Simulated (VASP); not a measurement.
Runs of VASP 6.6.1 on Sr2Ir. The structure is that of space group Fm-3m (No. 225), or close to it. The cells are those of the table. 

```tsv
cell	gap on the mesh (eV)	pressure (GPa)
a = 5.108 Å, angles 60.0°, 3 atoms	none	(a)
a = 5.057 Å, angles 60.0°, 3 atoms	none	(b)
a = 5.004 Å, angles 60.0°, 3 atoms	none	-0.7
a = 5.209 Å, angles 60.0°, 3 atoms	none	-4.9
a = 5.159 Å, angles 60.0°, 3 atoms	none	-4.1
```

Alike in all rows: task single point; level LDA; potentials or basis VASP PAW LDA potentials, release 64 (Sr_sv, Ir); no spin polarisation; k mesh 7 × 7 × 7; cutoff (eV) 520; smearing methfessel-paxton 0.15 eV.

Q: Estimate the missing entries.

A: (a) -3.1; (b) -2.0.

Caveats: spin-orbit coupling is left out, which moves the levels of the heavy elements.

A k mesh can miss the band edges, and the runs leave out spin-orbit coupling on Ir, Sr.

A gap of «none» marks levels without a gap at the run's occupations.
